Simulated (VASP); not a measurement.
Write the native input for VASP 6.6.1 that does the following.

- Task: single point
- Functional: PBE
- Potentials or basis: VASP PAW PBE potentials, release 64 (W_sv, C)
- Cutoff: 520 eV
- k mesh: 18 × 18 × 16
- Occupations: gaussian, width 0.15 eV
- Spin: no spin polarisation
- Dipole correction: no
- Further INCAR settings: ALGO = Normal; EDIFF = 1e-06; NBANDS = 16

The structure of WC lies in POSCAR:

```
WC
1.0
    2.9005014360      0.0000000000      0.0000000000
   -1.4502507180      2.5119079273      0.0000000000
    0.0000000000      0.0000000000      2.8290000000
W C
1 1
Direct
    0.0000000000      0.0000000000      0.0000000000
    0.6666666667      0.3333333333      0.4469777306
```

This cell differs from its parent crystal: atom 2 (C) moved by (+0.000, -0.150) A along x and z.

These files were run (other wordings do the same):

INCAR

```
PREC = Accurate ; ENCUT = 520
EDIFF = 1E-6 ; ISMEAR = 0
SIGMA = 0.15 ; LREAL = F
LASPH = T ; NELM = 100
ALGO = Normal ; ISIF = 2
LWAVE = F ; LCHARG = T
GGA = PE ; LELF = T
LVHAR = T ; NBANDS = 16
```

KPOINTS

```
regular mesh
0
Gamma
  18 18 16
```

Potentials or basis: VASP PAW PBE potentials, release 64 (W_sv, C).

Command:

```sh
$ cat potpaw_PBE.64/W_sv/POTCAR potpaw_PBE.64/C/POTCAR > POTCAR
$ mpirun -np 1 vasp_std > vasp.out
```

It gave:

```json
{
 "Pressure": "14.8 GPa",
 "Largest force": "2.298 eV/Å",
 "Band gap on the k mesh": "zero (bands 9 and 10 overlap by 1.14 eV)"
}
```

Caveat: the cell differs from its parent crystal (atom 2 (C) moved by (+0.000, -0.150) A along x and z); the cell stands under pressure; spin-orbit coupling is left out, which moves the levels of the heavy elements; forces of over 1 eV/Å act on the atoms, so gaps and moduli don't describe the material at rest.

It took 110 s on 1 thread of Intel(R) Xeon(R) 6975P-C (Granite Rapids) (shared host), peak memory 0.28 GiB.
